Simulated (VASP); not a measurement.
# Zn (Fm-3m) in VASP: notebook

Runs on Zn. Level: PBE. Tasks: single point, relaxation of cell and atoms.

All numbers are computed with VASP 6.6.1; they aren't measurements. Logs are shortened: lines on timing, memory, paths and dates and some standing lists are left out, and cuts for length are marked.

**1. The cell of the first run**

It takes space group Fm-3m (No. 225, cubic). Conventional cell: a = 3.929 Å, b = 3.929 Å, c = 3.929 Å, α = 90.00°, β = 90.00°, γ = 90.00°. Within 3.7 Å of Zn (site symmetry m-3m) lie 12 Zn at 2.78 Å.

This isn't the form of Zn at room conditions, which is hcp.

**2. Single point, PBE**

Contents of INCAR:

```
SYSTEM = Zn
PREC     = Accurate       ! precision mode
ENCUT    = 500            ! plane-wave cutoff, eV
EDIFF    = 1E-6           ! SCF threshold, eV
ISMEAR   = 1              ! smearing method
SIGMA    = 0.05           ! smearing width, eV
LREAL    = .False.        ! projectors in reciprocal space
LASPH    = .True.         ! aspherical terms in the spheres
NELM     = 120            ! most SCF steps
ALGO     = Normal         ! electronic algorithm
ISIF     = 2              ! what is computed and relaxed
LWAVE    = .False.        ! write WAVECAR
LCHARG   = .True.         ! write CHGCAR
GGA      = PE             ! functional
LELF     = .True.         ! ELF
LVHAR    = .True.       
NBANDS   = 12             ! bands
GGA_COMPAT= .False.
```

Contents of KPOINTS:

```
regular mesh
0
Gamma
  20 20 20
  0 0 0
```

Contents of POSCAR:

```
Zn
1.0
    0.0000000000      1.9644499485      1.9644499485
    1.9644499485      0.0000000000      1.9644499485
    1.9644499485      1.9644499485      0.0000000000
Zn
1
Direct
    0.0000000000      0.0000000000      0.0000000000
```

Potentials or basis: VASP PAW PBE potentials, release 64 (Zn).

Started as:

```sh
$ cat potpaw_PBE.64/Zn/POTCAR > POTCAR
$ mpirun -np 1 vasp_std > vasp.out
```

OUTCAR:

```text
SYSTEM = Zn
   PREC = Accurate
   ENCUT = 500
   EDIFF = 1E-6
   ISMEAR = 1
   LREAL = .False.
   LASPH = .True.
   NELM = 120
   ISIF = 2
   GGA = PE

 ion  position               nearest neighbor table
   1  0.000  0.000  0.000-

  LATTYP: Found a face centered cubic cell.
 ALAT       =     3.9288998970

  Lattice vectors:

 A1 = (   0.0000000000,   1.9644499485,   1.9644499485)
 A2 = (   1.9644499485,   0.0000000000,   1.9644499485)
 A3 = (   1.9644499485,   1.9644499485,   0.0000000000)

Analysis of symmetry for initial positions (statically):
=====================================================================
 Subroutine PRICEL returns:
 Original cell was already a primitive cell.

 Routine SETGRP: Setting up the symmetry group for a
 face centered cubic supercell.

 Subroutine GETGRP returns: Found 48 space group operations
 (whereof 48 operations were pure point group operations)
 out of a pool of 48 trial point group operations.

The static configuration has the point symmetry O_h .

Analysis of symmetry for dynamics (positions and initial velocities):
=====================================================================
 Subroutine PRICEL returns:
 Original cell was already a primitive cell.

 Routine SETGRP: Setting up the symmetry group for a
 face centered cubic supercell.

 Subroutine GETGRP returns: Found 48 space group operations
 (whereof 48 operations were pure point group operations)
 out of a pool of 48 trial point group operations.

The dynamic configuration has the point symmetry O_h .

 Subroutine INISYM returns: Found 48 space group operations
 (whereof 48 operations are pure point group operations),
 and found     1 'primitive' translations

----------------------------------------------------------------------------------------

                                     Primitive cell

  volume of cell :      15.1619

  direct lattice vectors                    reciprocal lattice vectors
     0.000000000  1.964449948  1.964449948    -0.254524174  0.254524174  0.254524174
     1.964449948  0.000000000  1.964449948     0.254524174 -0.254524174  0.254524174
     1.964449948  1.964449948  0.000000000     0.254524174  0.254524174 -0.254524174

  length of vectors
     2.778151760  2.778151760  2.778151760     0.440848801  0.440848801  0.440848801

  position of ions in fractional coordinates (direct lattice)
     0.000000000  0.000000000  0.000000000

  ion indices of the primitive-cell ions
   primitive index   ion index
                 1           1

----------------------------------------------------------------------------------------

 KPOINTS: regular mesh

Automatic generation of k-mesh.
 Grid dimensions read from file:
 generate k-points for:   20   20   20

 Generating k-lattice:

  Cartesian coordinates                     Fractional coordinates (reciprocal lattice)
    -0.012726209  0.012726209  0.012726209     0.050000000  0.000000000  0.000000000
     0.012726209 -0.012726209  0.012726209     0.000000000  0.050000000  0.000000000
     0.012726209  0.012726209 -0.012726209     0.000000000  0.000000000  0.050000000

  Length of vectors
     0.022042440  0.022042440  0.022042440

  Shift w.r.t. Gamma in fractional coordinates (k-lattice)
     0.000000000  0.000000000  0.000000000

 Subroutine IBZKPT returns following result:
 ===========================================

 Found    256 irreducible k-points:

 Following reciprocal coordinates:
            Coordinates               Weight
  0.000000  0.000000  0.000000      1.000000
  0.050000  0.000000  0.000000      8.000000
  0.100000  0.000000  0.000000      8.000000
  0.150000  0.000000  0.000000      8.000000
  0.200000  0.000000  0.000000      8.000000
  0.250000  0.000000  0.000000      8.000000
[... 16 lines left out ...]
 -0.400000  0.050000  0.000000     24.000000
 -0.350000  0.050000  0.000000     24.000000
 [... further k-points ...]
   k-points           NKPTS =    256   k-points in BZ     NKDIM =    256   number of bands    NBANDS=     12
   number of dos      NEDOS =    301   number of ions     NIONS =      1
   total plane-waves  NPLWV =   8000
   dimension x,y,z NGX =    20 NGY =   20 NGZ =   20
   dimension x,y,z NGXF=    40 NGYF=   40 NGZF=   40
   ions per type =               1
   NGX,Y,Z   is equivalent  to a cutoff of  11.97, 11.97, 11.97 a.u.
   NGXF,Y,Z  is equivalent  to a cutoff of  23.94, 23.94, 23.94 a.u.
 SYSTEM =  Zn
   PREC   = accura    normal or accurate (medium, high low for compatibility)
   ISTART =      0    job   : 0-new  1-cont  2-samecut
   ICHARG =      2    charge: 1-file 2-atom 10-const
   ISPIN  =      1    spin polarized calculation?
   LNONCOLLINEAR =      F non collinear calculations
   LSORBIT =      F    spin-orbit coupling
   LASPH  =      T    aspherical Exc in radial PAW
   ENCUT  =  500.0 eV  36.75 Ry    6.06 a.u.   5.07  5.07  5.07*2*pi/ulx,y,z
   NELM   =    120;   NELMIN=  2; NELMDL= -5     # of ELM steps
   EDIFF  = 0.1E-05   stopping-criterion for ELM
   LREAL  =      F    real-space projection
   EDIFFG = 0.1E-04   stopping-criterion for IOM
   NSW    =      0    number of steps for IOM
   IBRION =     -1    ionic relax: 0-MD 1-quasi-New 2-CG
   NFREE  =      0    steps in history (QN), initial steepest desc. (CG)
   ISIF   =      2    stress and relaxation
   ISYM   =      2    0-nonsym 1-usesym 2-fastsym
   POTIM  = 0.5000    time-step for ionic-motion
   TEBEG  =    0.0;   TEEND  =   0.0 temperature during run
   PSTRESS=    0.0 pullay stress
   NELECT =      12.0000    total number of electrons
   NUPDOWN=      -1.0000    fix difference up-down
   EMIN   =  10.00;   EMAX   =-10.00  energy-range for DOS
   EFERMI =   0.00;   METHOD = LEGACY
   ISMEAR =     1;   SIGMA  =   0.05  broadening in eV -4-tet -1-fermi 0-gaus
   EFERMI_NEDOS =   21; number of points for ismear=-14 and -15
   IALGO  =     38    algorithm
   IMIX   =      4    mixing-type and parameters
     AMIX     =   0.40;   BMIX     =  1.00
     AMIX_MAG =   1.60;   BMIX_MAG =  1.00
  volume/ion in A,a.u.               =      15.16       102.32
  Fermi-wavevector in a.u.,A,eV,Ry     =   1.514320  2.861650 31.200398  2.293165
  Thomas-Fermi vector in A             =   2.623993
   LORBIT       =      0    0 simple, 1 ext, 2 COOP (PROOUT), +10 PAW based schemes
   GGA     = PE    functional components
   LHFCALC =     F    Hartree Fock is set to
   AEXX    =    0.0000 exact exchange contribution
   IVDW    =     0    specifies the selected vdW correction
   LEPSILON=     F    determine dielectric tensor
   LRPA    =     F    only Hartree local field effects (RPA)
 non-spin polarized calculation
 Methfessel and Paxton  Order N= 1 SIGMA  =   0.05
  energy-cutoff  :      500.00
  volume of cell :       15.16
 maximum number of plane-waves:       396
   NGX = 11   NGY = 11   NGZ = 11

 number of electron      11.9999991 magnetization

 Free energy of the ion-electron system (eV)
  ---------------------------------------------------
  ext. energy  EPLUGINS =         0.00000000
  ---------------------------------------------------
  free energy    TOTEN  =        -1.08747374 eV

  energy without entropy =       -1.08740131  energy(sigma->0) =       -1.08744959

 E-fermi :   3.1374     XC(G=0): -11.5793

 val. band max:        3.0395050874   @ k =  -0.3500   0.4500   0.2000
 cond. band min:       3.1531180234   @ k =  -0.4000   0.2000   0.0000
 fundamental gap:      0.1136129360
 Fermi energy:         3.1374240018

 k-point     1 :       0.0000    0.0000    0.0000
  band No.  band energies     occupation
      1      -7.2708      2.00000
      2      -4.5338      2.00000
      3      -4.5338      2.00000
      4      -4.5338      2.00000
      5      -4.1539      2.00000
      6      -4.1539      2.00000
      7      21.3646      0.00000
      8      21.3646      0.00000
      9      21.3646      0.00000
     10      21.9835      0.00000
     11      24.1413      0.00000
     12      24.1413      0.00000

 k-point     2 :       0.0500    0.0000    0.0000
  band No.  band energies     occupation
      1      -7.1951      2.00000
      2      -4.5402      2.00000
      3      -4.5250      2.00000
      4      -4.5250      2.00000
      5      -4.1565      2.00000
      6      -4.1565      2.00000
      7      19.8839      0.00000
      8      21.1039      0.00000
      9      21.1039      0.00000
     10      21.8041      0.00000
     11      24.5301      0.00000
     12      24.5301      0.00000

 k-point     3 :       0.1000    0.0000    0.0000
  band No.  band energies     occupation
      1      -6.9709      2.00000
      2      -4.5558      2.00000
      3      -4.5016      2.00000
      4      -4.5016      2.00000
      5      -4.1619      2.00000
      6      -4.1619      2.00000
      7      17.4637      0.00000
      8      20.5675      0.00000
      9      20.5675      0.00000
     10      21.7086      0.00000
     11      25.4471      0.00000
     12      25.4471      0.00000
[... 286 lines left out ...]
 k-point    23 :      -0.4000    0.0500    0.0000
  band No.  band energies     occupation
      1      -5.2351      2.00000
      2      -4.5306      2.00000
      3      -4.5127      2.00000
      4      -3.9297      2.00000
      5      -3.9271      2.00000
      6      -1.4223      2.00000
      7       3.8830     -0.00000
      8      17.0188      0.00000
      9      18.6204      0.00000
     10      20.2879      0.00000
     11      22.3265      0.00000
     12      23.5331      0.00000

 k-point    24 :      -0.3500    0.0500    0.0000
  band No.  band energies     occupation
      1      -5.2358      2.00000
      2      -4.5088      2.00000
      3      -4.4931      2.00000
      4      -3.9873      2.00000
      5      -3.9833      2.00000
      6      -2.5587      2.00000
      7       5.6885      0.00000
      8      16.9355      0.00000
      9      19.1115      0.00000
     10      20.7065      0.00000
     11      22.4974      0.00000
     12      23.7415      0.00000

 [... further k-points ...]

------------------------ aborting loop because EDIFF is reached ----------------------------------------

  FORCE on cell =-STRESS in cart. coord.  units (eV):
  Direction    XX          YY          ZZ          XY          YZ          ZX
  --------------------------------------------------------------------------------------
  -------------------------------------------------------------------------------------
  Total        0.0372512      0.0372512      0.0372512      0.0000000     -0.0000000     -0.0000000
  in kB        3.9363876      3.9363876      3.9363876      0.0000000     -0.0000000     -0.0000000
  external PRESSURE =       3.9363876 kB  Pullay stress =       0.0000000 kB

 VOLUME and BASIS-vectors are now :
 -----------------------------------------------------------------------------
  energy-cutoff  :      500.00
  volume of cell :       15.16
      direct lattice vectors                 reciprocal lattice vectors
     0.000000000  1.964449948  1.964449948    -0.254524174  0.254524174  0.254524174
     1.964449948  0.000000000  1.964449948     0.254524174 -0.254524174  0.254524174
     1.964449948  1.964449948  0.000000000     0.254524174  0.254524174 -0.254524174

 POSITION                                       TOTAL-FORCE (eV/Angst)
 -----------------------------------------------------------------------------------
      0.00000      0.00000      0.00000        -0.000000      0.000000     -0.000000
 -----------------------------------------------------------------------------------
    total drift:                                0.000000      0.000000      0.000000

  FREE ENERGIE OF THE ION-ELECTRON SYSTEM (eV)
  ---------------------------------------------------
  free  energy   TOTEN  =        -1.0874737373 eV

  energy  without entropy=       -1.0874013097  energy(sigma->0) =       -1.08744959
```

Wall time 20 s (1 thread of Intel Xeon Platinum 8488C (Sapphire Rapids), shared host); peak memory 0.15 GiB.

What came out:

```yaml
Free_energy: -1.0875 eV
Pressure: 0.4 GPa
Band_gap_on_the_k_mesh: zero (bands 6 and 7 overlap by 3.63 eV)
```

**3. Relaxation of cell and atoms, PBE**

This run uses another cell than the first one, of 15.29 Å³/atom.

Contents of INCAR:

```
SYSTEM = Zn
  PREC = Accurate
  ENCUT = 500
  EDIFF = 1E-7
  ISMEAR = 1
  SIGMA = 0.05
  LREAL = .FALSE.
  LASPH = .TRUE.
  NELM = 120
  ALGO = Normal
  ISIF = 3
  LWAVE = .FALSE.
  LCHARG = .FALSE.
  GGA = PE
  IBRION = 2
  NSW = 60
  EDIFFG = -0.02
  GGA_COMPAT = .FALSE.
  NELMIN = 4
```

Contents of KPOINTS:

```
regular mesh
0
G
  20 20 20
  0 0 0
```

Contents of POSCAR:

```
Zn
1.0
    0.0000000000      1.9700000000      1.9700000000
    1.9700000000      0.0000000000      1.9700000000
    1.9700000000      1.9700000000      0.0000000000
Zn
1
Direct
    0.0000000000      0.0000000000      0.0000000000
```

Potentials or basis: VASP PAW PBE potentials, release 64 (Zn).

Started as:

```sh
$ cat potpaw_PBE.64/Zn/POTCAR > POTCAR
$ mpirun -np 1 vasp_std > vasp.out
```

OUTCAR:

```text
SYSTEM = Zn
   PREC = Accurate
   ENCUT = 500
   EDIFF = 1E-7
   ISMEAR = 1
   LREAL = .FALSE.
   LASPH = .TRUE.
   NELM = 120
   ISIF = 3
   GGA = PE
   IBRION = 2
   NSW = 60
   EDIFFG = -0.02
   NELMIN = 4

 ion  position               nearest neighbor table
   1  0.000  0.000  0.000-

  LATTYP: Found a face centered cubic cell.
 ALAT       =     3.9400000000

  Lattice vectors:

[... 537 lines left out ...]
      8      16.8596      0.00000
      9      19.0235      0.00000
     10      20.6379      0.00000

 [... further k-points ...]

------------------------ aborting loop because EDIFF is reached ----------------------------------------

  FORCE on cell =-STRESS in cart. coord.  units (eV):
  Direction    XX          YY          ZZ          XY          YZ          ZX
  --------------------------------------------------------------------------------------
  -------------------------------------------------------------------------------------
  Total       -0.0010721     -0.0010721     -0.0010721     -0.0000000     -0.0000000      0.0000000
  in kB       -0.1127858     -0.1127858     -0.1127858     -0.0000000     -0.0000000      0.0000000
  external PRESSURE =      -0.1127858 kB  Pullay stress =       0.0000000 kB

 VOLUME and BASIS-vectors are now :
 -----------------------------------------------------------------------------
  energy-cutoff  :      500.00
  volume of cell :       15.23
      direct lattice vectors                 reciprocal lattice vectors
     0.000000000  1.967390559  1.967390559    -0.254143743  0.254143743  0.254143743
     1.967390559 -0.000000000  1.967390559     0.254143743 -0.254143743  0.254143743
     1.967390559  1.967390559  0.000000000     0.254143743  0.254143743 -0.254143743

 POSITION                                       TOTAL-FORCE (eV/Angst)
 -----------------------------------------------------------------------------------
      1.96739      3.93478      1.96739         0.000000      0.000000      0.000000
 -----------------------------------------------------------------------------------
    total drift:                                0.000000      0.000000      0.000000

  FREE ENERGIE OF THE ION-ELECTRON SYSTEM (eV)
  ---------------------------------------------------
  free  energy   TOTEN  =        -1.0875451877 eV

  energy  without entropy=       -1.0874716340  energy(sigma->0) =       -1.08752067

 reached required accuracy - stopping structural energy minimisation
```

CONTCAR:

```text
Zn
   1.00000000000000
     0.0000000000000000    1.9673905593978656    1.9673905593978656
     1.9673905593978656   -0.0000000000000000    1.9673905593978656
     1.9673905593978656    1.9673905593978656    0.0000000000000000
  Zn
     1
Direct
     1.0000000000000000    0.0000000000000000    1.0000000000000000

  0.00000000E+00  0.00000000E+00  0.00000000E+00
```

Wall time 28 s (1 thread of Intel Xeon Platinum 8488C (Sapphire Rapids), shared host); peak memory 0.15 GiB.

Results:

```yaml
Free_energy: -1.0875 eV
Relaxed_volume: 15.23 Å³/atom
Relaxed_cell: a = 2.782 Å, b = 2.782 Å, c = 2.782 Å, α = 60.00°, β = 60.00°, γ = 60.00°
Space_group_after_relaxing_to_0.1_Å: Fm-3m (No. 225)
Energy_gained_by_relaxing: 0.1 meV/atom
Ionic_steps: 2
Pressure_after_relaxing: 0.0 GPa
Band_gap_on_the_k_mesh: zero (bands 6 and 7 overlap by 3.64 eV)
```

Final structure:
```cif
data_structure
_symmetry_space_group_name_H-M 'P 1'
_symmetry_Int_Tables_number 1
_cell_length_a 2.7823
_cell_length_b 2.7823
_cell_length_c 2.7823
_cell_angle_alpha 60.000
_cell_angle_beta 60.000
_cell_angle_gamma 60.000
_cell_volume 15.23
loop_
_atom_site_label
_atom_site_type_symbol
_atom_site_fract_x
_atom_site_fract_y
_atom_site_fract_z
_atom_site_occupancy
Zn1 Zn 0.00000 0.00000 0.00000 1
```
